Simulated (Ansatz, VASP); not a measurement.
# CaO in VASP and in Ansatz

```
CELL_PARAMETERS angstrom
0.00000 2.45211 2.45211
2.45211 0.00000 2.45211
2.45211 2.45211 0.00000
ATOMIC_POSITIONS crystal
Ca 0.50000 0.50000 0.50000
O 0.00000 0.00000 0.00000
```

Alike in both runs: task single point; functional r2SCAN; k mesh 8 × 8 × 8; occupations gaussian, width 0.05 eV; no spin polarisation.

|  | VASP | Ansatz |
| --- | --- | --- |
| version | VASP 6.6.1 | Ansatz 0.2.0 |
| potentials or method | VASP PAW PBE potentials, release 64 (Ca_sv, O), cutoff 520 eV | scalar-relativistic, plane waves, PAW |
| valence electrons in the cell | 16 | 16 |

```tsv
	VASP	Ansatz	Ansatz less VASP
gap on the k mesh at the Fermi level (eV)	4.20	4.20	+0.008
least direct gap on the mesh (eV)	4.58	4.59	+0.011
pressure (GPa)	-6.0	-6.8	-0.82
```

VASP's potentials were made for PBE, not for r2SCAN.
